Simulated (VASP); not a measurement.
Here is a VASP 6.6.1 calculation.

File INCAR:

```
PREC = Accurate
ENCUT = 520
EDIFF = 1E-6
ISMEAR = 0
SIGMA = 0.1
LREAL = F
LASPH = T
NELM = 150
ALGO = Normal
ISIF = 2
LWAVE = F
LCHARG = F
ISPIN = 2
MAGMOM = 1 1 0 0 0 0 0 0
LORBIT = 11
LMAXMIX = 4
GGA = PE
NBANDS = 46
```

File KPOINTS:

```
regular mesh
0
Gamma
  4 4 2
```

POSCAR

```
TaF3
1.0
    4.1625272477      0.0000000000      0.0000000000
    0.0000000000      4.1625272477      0.0000000000
    0.0000000000      0.0000000000      8.3240393967
Ta F
2 6
Direct
    0.0000000000      0.0000000000      0.7500000000
    0.0000000000      0.0000000000      0.2500000000
    0.5000000000      0.0000000000      0.7500012100
    0.5000000000      0.0000000000      0.2499987900
    0.0000000000      0.5000000000      0.7499987900
    0.0000000000      0.5000000000      0.2500012100
    0.0000000000      0.0000000000      0.0000000000
    0.0000000000      0.0000000000      0.5000000000
```

Potentials or basis: VASP PAW PBE potentials, release 64 (Ta_pv, F).

The run is started by

```console
$ cat potpaw_PBE.64/Ta_pv/POTCAR potpaw_PBE.64/F/POTCAR > POTCAR
$ mpirun -np 1 vasp_std > vasp.out
```

**Question.** Estimate the band gap on the k mesh.

**Answer.** Zero (filled and empty bands overlap).

**Question.** Estimate the site moments.

**Answer.** Ta +1.54; F +0.02 μB.

Caveat: spin-orbit coupling is left out, which moves the levels of the heavy elements.
